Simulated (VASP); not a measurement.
Input of a VASP 6.6.1 run:

File INCAR:

```
SYSTEM = HfO3
PREC     = Accurate       ! precision mode
ENCUT    = 600            ! plane-wave cutoff, eV
EDIFF    = 1E-6           ! SCF threshold, eV
ISMEAR   = 0              ! smearing method
SIGMA    = 0.1            ! smearing width, eV
LREAL    = .FALSE.        ! projectors in reciprocal space
LASPH    = .TRUE.         ! aspherical terms in the spheres
NELM     = 80             ! most SCF steps
ALGO     = Normal         ! electronic algorithm
ISIF     = 3              ! what is computed and relaxed
LWAVE    = .FALSE.        ! write WAVECAR
LCHARG   = .FALSE.        ! write CHGCAR
GGA      = PE             ! functional
IBRION   = 2              ! ionic algorithm
NSW      = 100            ! ionic steps
EDIFFG   = -0.01          ! ionic threshold
```

File KPOINTS:

```
Automatic mesh
0
G
  16 16 16
  0 0 0
```

File POSCAR:

```
HfO3
1.0
    0.0000000000      2.6529160933      2.6529160933
    2.6529160933      0.0000000000      2.6529160933
    2.6529160933      2.6529160933      0.0000000000
Hf O
1 3
Direct
    0.5000000000      0.5000000000      0.5000000000
    0.0000000000      0.0000000000      0.0000000000
    0.2500000000      0.2500000000      0.2500000000
    0.7500000000      0.7500000000      0.7500000000
```

Potentials or basis: VASP PAW PBE potentials, release 64 (Hf_pv, O).

Run with:

```sh
$ cat potpaw_PBE.64/Hf_pv/POTCAR potpaw_PBE.64/O/POTCAR > POTCAR
$ mpirun -np 1 vasp_std > vasp.out
```

(1) What does it give for the space group after relaxing (to 0.1 Å)?

(2) What does it give for the band gap on the k mesh?

(3) What does it give for the relaxed cell?

Answers

(1) Fm-3m (No. 225).

(2) zero (bands 14 and 15 overlap by 0.91 eV).

(3) a = 3.736 Å, b = 3.736 Å, c = 3.736 Å, α = 60.00°, β = 60.00°, γ = 60.00°.

Caveat: spin-orbit coupling is left out, which moves the levels of the heavy elements.
